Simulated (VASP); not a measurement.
# Zn3C (P-6m2) in VASP: relaxation of cell and atoms with PBE

Aim: the relaxation of cell and atoms of Zn3C with PBE.

Program: VASP 6.6.1. These are calculated values, not measurements. Logs are shortened: lines on timing, memory, paths and dates and some standing lists are left out, and cuts for length are marked.

## Step 1: The cell of the first run

It takes space group P-6m2 (No. 187, hexagonal). Conventional cell: a = 3.107 Å, b = 3.107 Å, c = 6.498 Å, α = 90.00°, β = 90.00°, γ = 120.00°. Zn (site symmetry -6m2) has 12 Zn at 2.72 to 3.11 Å and 2 C at 3.25 Å within 3.6 Å. Zn (site symmetry 3m) has 3 C at 2.16 Å and 4 Zn at 2.41 to 2.72 Å within 2.9 Å. Within 2.9 Å of C (site symmetry -6m2) lie 6 Zn at 2.16 Å.

The cell was generated, and may not be a known phase.

## Step 2: Relaxation of cell and atoms, PBE

Contents of INCAR:

```
SYSTEM = Zn3C
PREC = Accurate
ENCUT = 910
EDIFF = 1E-7
ISMEAR = 0
SIGMA = 0.1
LREAL = .FALSE.
LASPH = .TRUE.
NELM = 120
ALGO = Normal
ISIF = 3
LWAVE = .FALSE.
LCHARG = .FALSE.
GGA = PE
IBRION = 2
NSW = 90
EDIFFG = -0.04
GGA_COMPAT = .FALSE.
NELMIN = 4
```

Contents of KPOINTS:

```
regular mesh
0
G
  6 6 4
  0 0 0
```

Contents of POSCAR:

```
Zn3C
1.0
    3.1071858123      0.0000000000      0.0000000000
   -1.5535929061      2.6909018477      0.0000000000
    0.0000000000      0.0000000000      6.4984143403
Zn C
3 1
Direct
    0.0000000000      0.0000000000      0.5000000000
    0.6666666667      0.3333333333      0.1855861399
    0.6666666667      0.3333333333      0.8144138601
    0.0000000000      0.0000000000      0.0000000000
```

Potentials or basis: VASP PAW PBE potentials, release 64 (Zn, C_h).

The run is started by

```sh
$ cat potpaw_PBE.64/Zn/POTCAR potpaw_PBE.64/C_h/POTCAR > POTCAR
$ mpirun -np 1 vasp_std > vasp.out
```

OUTCAR:

```text
SYSTEM = Zn3C
   PREC = Accurate
   ENCUT = 910
   EDIFF = 1E-7
   ISMEAR = 0
   LREAL = .FALSE.
   LASPH = .TRUE.
   NELM = 120
   ISIF = 3
   GGA = PE
   IBRION = 2
   NSW = 90
   EDIFFG = -0.04
   NELMIN = 4

 ion  position               nearest neighbor table
   1  0.000  0.000  0.500-   2 2.72   3 2.72   2 2.72   3 2.72   2 2.72   3 2.72
   2  0.667  0.333  0.186-   4 2.16   4 2.16   4 2.16   3 2.41   1 2.72   1 2.72   1 2.72
   3  0.667  0.333  0.814-   4 2.16   4 2.16   4 2.16   2 2.41   1 2.72   1 2.72   1 2.72
   4  0.000  0.000  0.000-   2 2.16   3 2.16   2 2.16   3 2.16   2 2.16   3 2.16

  LATTYP: Found a hexagonal cell.
 ALAT       =     3.1071858123
 C/A-ratio  =     2.0914147827

  Lattice vectors:

 A1 = (   3.1071858123,   0.0000000000,   0.0000000000)
 A2 = (  -1.5535929061,   2.6909018477,   0.0000000000)
 A3 = (   0.0000000000,   0.0000000000,   6.4984143403)

Analysis of symmetry for initial positions (statically):
=====================================================================
 Subroutine PRICEL returns:
 Original cell was already a primitive cell.

 Routine SETGRP: Setting up the symmetry group for a
 hexagonal supercell.

 Subroutine GETGRP returns: Found 12 space group operations
 (whereof 12 operations were pure point group operations)
 out of a pool of 24 trial point group operations.

The static configuration has the point symmetry D_3h.

Analysis of symmetry for dynamics (positions and initial velocities):
=====================================================================
 Subroutine PRICEL returns:
 Original cell was already a primitive cell.

 Routine SETGRP: Setting up the symmetry group for a
 hexagonal supercell.

 Subroutine GETGRP returns: Found 12 space group operations
 (whereof 12 operations were pure point group operations)
 out of a pool of 24 trial point group operations.

The dynamic configuration has the point symmetry D_3h.

 Subroutine INISYM returns: Found 12 space group operations
 (whereof 12 operations are pure point group operations),
 and found     1 'primitive' translations

----------------------------------------------------------------------------------------

                                     Primitive cell

  volume of cell :      54.3341

  direct lattice vectors                    reciprocal lattice vectors
     3.107185812  0.000000000  0.000000000     0.321834631  0.185811311  0.000000000
    -1.553592906  2.690901848  0.000000000     0.000000000  0.371622622  0.000000000
     0.000000000  0.000000000  6.498414340     0.000000000  0.000000000  0.153883693

  length of vectors
     3.107185812  3.107185812  6.498414340     0.371622622  0.371622622  0.153883693

  position of ions in fractional coordinates (direct lattice)
     0.000000000  0.000000000  0.500000000
     0.666666667  0.333333333  0.185586140
     0.666666667  0.333333333  0.814413860
     0.000000000  0.000000000  0.000000000

  ion indices of the primitive-cell ions
   primitive index   ion index
                 1           1
                 2           2
                 3           3
                 4           4

----------------------------------------------------------------------------------------

 KPOINTS: regular mesh

Automatic generation of k-mesh.
 Grid dimensions read from file:
 generate k-points for:    6    6    4

 Generating k-lattice:

  Cartesian coordinates                     Fractional coordinates (reciprocal lattice)
     0.053639105  0.030968552  0.000000000     0.166666667  0.000000000  0.000000000
     0.000000000  0.061937104  0.000000000     0.000000000  0.166666667  0.000000000
     0.000000000  0.000000000  0.038470923     0.000000000  0.000000000  0.250000000

  Length of vectors
     0.061937104  0.061937104  0.038470923

  Shift w.r.t. Gamma in fractional coordinates (k-lattice)
     0.000000000  0.000000000  0.000000000

 Subroutine IBZKPT returns following result:
 ===========================================

 Found     21 irreducible k-points:

 Following reciprocal coordinates:
            Coordinates               Weight
  0.000000  0.000000  0.000000      1.000000
  0.166667  0.000000  0.000000      6.000000
  0.333333  0.000000  0.000000      6.000000
  0.500000  0.000000  0.000000      3.000000
  0.166667  0.166667  0.000000      6.000000
  0.333333  0.166667  0.000000     12.000000
[... 13 lines left out ...]
  0.333333  0.166667  0.500000     12.000000
  0.333333  0.333333  0.500000      2.000000
   k-points           NKPTS =     21   k-points in BZ     NKDIM =     21   number of bands    NBANDS=     24
   number of dos      NEDOS =    301   number of ions     NIONS =      4
   total plane-waves  NPLWV =  65536
   dimension x,y,z NGX =    32 NGY =   32 NGZ =   64
   dimension x,y,z NGXF=    64 NGYF=   64 NGZF=  128
   ions per type =               3   1
   NGX,Y,Z   is equivalent  to a cutoff of  17.12, 17.12, 16.37 a.u.
   NGXF,Y,Z  is equivalent  to a cutoff of  34.24, 34.24, 32.75 a.u.
 SYSTEM =  Zn3C
   PREC   = accura    normal or accurate (medium, high low for compatibility)
   ISTART =      0    job   : 0-new  1-cont  2-samecut
   ICHARG =      2    charge: 1-file 2-atom 10-const
   ISPIN  =      1    spin polarized calculation?
   LNONCOLLINEAR =      F non collinear calculations
   LSORBIT =      F    spin-orbit coupling
   LASPH  =      T    aspherical Exc in radial PAW
   ENCUT  =  910.0 eV  66.88 Ry    8.18 a.u.   7.64  7.64 15.98*2*pi/ulx,y,z
   NELM   =    120;   NELMIN=  4; NELMDL= -5     # of ELM steps
   EDIFF  = 0.1E-06   stopping-criterion for ELM
   LREAL  =      F    real-space projection
   EDIFFG = -.4E-01   stopping-criterion for IOM
   NSW    =     90    number of steps for IOM
   IBRION =      2    ionic relax: 0-MD 1-quasi-New 2-CG
   NFREE  =      1    steps in history (QN), initial steepest desc. (CG)
   ISIF   =      3    stress and relaxation
   ISYM   =      2    0-nonsym 1-usesym 2-fastsym
   POTIM  = 0.5000    time-step for ionic-motion
   TEBEG  =    0.0;   TEEND  =   0.0 temperature during run
   PSTRESS=    0.0 pullay stress
   NELECT =      40.0000    total number of electrons
   NUPDOWN=      -1.0000    fix difference up-down
   EMIN   =  10.00;   EMAX   =-10.00  energy-range for DOS
   EFERMI =   0.00;   METHOD = LEGACY
   ISMEAR =     0;   SIGMA  =   0.10  broadening in eV -4-tet -1-fermi 0-gaus
   EFERMI_NEDOS =   21; number of points for ismear=-14 and -15
   IALGO  =     38    algorithm
   IMIX   =      4    mixing-type and parameters
     AMIX     =   0.40;   BMIX     =  1.00
     AMIX_MAG =   1.60;   BMIX_MAG =  1.00
  volume/ion in A,a.u.               =      13.58        91.67
  Fermi-wavevector in a.u.,A,eV,Ry     =   1.478214  2.793420 29.730320  2.185117
  Thomas-Fermi vector in A             =   2.592523
   LORBIT       =      0    0 simple, 1 ext, 2 COOP (PROOUT), +10 PAW based schemes
   GGA     = PE    functional components
   LHFCALC =     F    Hartree Fock is set to
   AEXX    =    0.0000 exact exchange contribution
   IVDW    =     0    specifies the selected vdW correction
   LEPSILON=     F    determine dielectric tensor
   LRPA    =     F    only Hartree local field effects (RPA)
 conjugate gradient relaxation of ions
 non-spin polarized calculation
 Gauss-broadening in eV      SIGMA  =   0.10
  energy-cutoff  :      910.00
  volume of cell :       54.33
 maximum number of plane-waves:      3421
 NGX is ok and might be reduce to    32
   NGX = 15   NGY = 15   NGZ = 31

--------------------------------------- Ionic step        1  -------------------------------------------

 number of electron      39.9999999 magnetization

 Free energy of the ion-electron system (eV)
  ---------------------------------------------------
  ext. energy  EPLUGINS =         0.00000000
  ---------------------------------------------------
  free energy    TOTEN  =        -9.06622081 eV

  energy without entropy =       -9.05117742  energy(sigma->0) =       -9.05869911

------------------------ aborting loop because EDIFF is reached ----------------------------------------

  FORCE on cell =-STRESS in cart. coord.  units (eV):
  Direction    XX          YY          ZZ          XY          YZ          ZX
  --------------------------------------------------------------------------------------
  -------------------------------------------------------------------------------------
  Total        0.4778439      0.4778439      0.6617442      0.0000000      0.0000000     -0.0000000
  in kB       14.0904274     14.0904274     19.5131885      0.0000000      0.0000000     -0.0000000
  external PRESSURE =      15.8980144 kB  Pullay stress =       0.0000000 kB

 VOLUME and BASIS-vectors are now :
 -----------------------------------------------------------------------------
  energy-cutoff  :      910.00
  volume of cell :       54.33
      direct lattice vectors                 reciprocal lattice vectors
     3.107185812  0.000000000  0.000000000     0.321834631  0.185811311  0.000000000
    -1.553592906  2.690901848  0.000000000     0.000000000  0.371622622  0.000000000
     0.000000000  0.000000000  6.498414340     0.000000000  0.000000000  0.153883693
[... 39 lines left out ...]
 POSITION                                       TOTAL-FORCE (eV/Angst)
 -----------------------------------------------------------------------------------
      3.12509      0.00000      3.27514         0.000000     -0.000000      0.000000
      1.56255      0.90214      1.22608        -0.000000     -0.000000     -0.045215
      1.56255      0.90214      5.32419         0.000000      0.000000      0.045215
      3.12509      0.00000     -0.00000         0.000000     -0.000000     -0.000000
 -----------------------------------------------------------------------------------
    total drift:                                0.000001     -0.000001      0.000000

  FREE ENERGIE OF THE ION-ELECTRON SYSTEM (eV)
  ---------------------------------------------------
  free  energy   TOTEN  =        -9.0710425481 eV

  energy  without entropy=       -9.0569628107  energy(sigma->0) =       -9.06400268

--------------------------------------- Ionic step        3  -------------------------------------------

 number of electron      39.9999997 magnetization

 Free energy of the ion-electron system (eV)
  ---------------------------------------------------
  ext. energy  EPLUGINS =         0.00000000
  ---------------------------------------------------
  free energy    TOTEN  =        -9.07174986 eV

  energy without entropy =       -9.05756953  energy(sigma->0) =       -9.06465970

 E-fermi :   3.1510     XC(G=0): -11.3952

 val. band max:        3.1205969965   @ k =   0.3333   0.1667   0.2500
 cond. band min:       3.1514750442   @ k =   0.1667   0.0000   0.2500
 fundamental gap:      0.0308780477
 Fermi energy:         3.1510105040

 k-point     1 :       0.0000    0.0000    0.0000
  band No.  band energies     occupation
      1      -9.7000      2.00000
      2      -4.9978      2.00000
      3      -4.8410      2.00000
      4      -4.4905      2.00000
      5      -4.4905      2.00000
      6      -4.3456      2.00000
[... 16 lines left out ...]
     23      11.2211      0.00000
     24      13.5094      0.00000
[... 560 lines left out ...]
 POSITION                                       TOTAL-FORCE (eV/Angst)
 -----------------------------------------------------------------------------------
      0.00000      0.00000      3.26825        -0.000000      0.000000      0.000000
      1.56017      0.90076      1.22076         0.000000      0.000000      0.020400
      1.56017      0.90076      5.31574        -0.000000     -0.000000     -0.020400
     -0.00000      0.00000      0.00000        -0.000000      0.000000      0.000000
 -----------------------------------------------------------------------------------
    total drift:                                0.000001     -0.000001      0.000000

  FREE ENERGIE OF THE ION-ELECTRON SYSTEM (eV)
  ---------------------------------------------------
  free  energy   TOTEN  =        -9.0717498637 eV

  energy  without entropy=       -9.0575695327  energy(sigma->0) =       -9.06465970

 reached required accuracy - stopping structural energy minimisation
```

Wall time 2.2 min (1 thread of Intel Xeon Platinum 8259CL at 2.50GHz (Skylake/Cascade Lake), shared host); peak memory 0.27 GiB.

What came out:

* Free energy: -9.0717 eV
* Relaxed volume: 13.78 Å³/atom
* Relaxed cell: a = 3.120 Å, b = 3.120 Å, c = 6.536 Å, α = 90.00°, β = 90.00°, γ = 120.00°
* Space group after relaxing (to 0.1 Å): P-6m2 (No. 187)
* Energy gained by relaxing: 1.4 meV/atom
* Ionic steps: 3
* Pressure after relaxing: 0.0 GPa
* Largest force after relaxing: 0.020 eV/Å
* Band gap on the k mesh: zero (bands 20 and 21 overlap by 1.96 eV)

Forces on the atoms (eV/Å):
```
Zn   0.000  0.000  0.000
Zn   0.000  0.000  0.020
Zn   0.000  0.000 -0.020
C    0.000  0.000  0.000
```

Step by step:
```
step  energy change (eV)  largest force (eV/Å)  pressure (GPa)  volume (Å³)
   1              0.0000                0.2148            1.59        54.33
   2             -0.0048                0.0452           -0.57        55.40
   3             -0.0055                0.0204           -0.03        55.12
```

Final structure:
```cif
data_structure
_symmetry_space_group_name_H-M 'P 1'
_symmetry_Int_Tables_number 1
_cell_length_a 3.1203
_cell_length_b 3.1203
_cell_length_c 6.5365
_cell_angle_alpha 90.000
_cell_angle_beta 90.000
_cell_angle_gamma 120.000
_cell_volume 55.12
loop_
_atom_site_label
_atom_site_type_symbol
_atom_site_fract_x
_atom_site_fract_y
_atom_site_fract_z
_atom_site_occupancy
Zn1 Zn 0.00000 0.00000 0.50000 1
Zn2 Zn 0.66667 0.33333 0.18676 1
Zn3 Zn 0.66667 0.33333 0.81324 1
C1 C 0.00000 0.00000 0.00000 1
```

Caveat: the k points lie up to 0.39 Å⁻¹ apart in the final cell, too coarse for converged energies and pressures of a metal.

The gap in the log of VASP goes by the Fermi energy; the results here count the filled bands.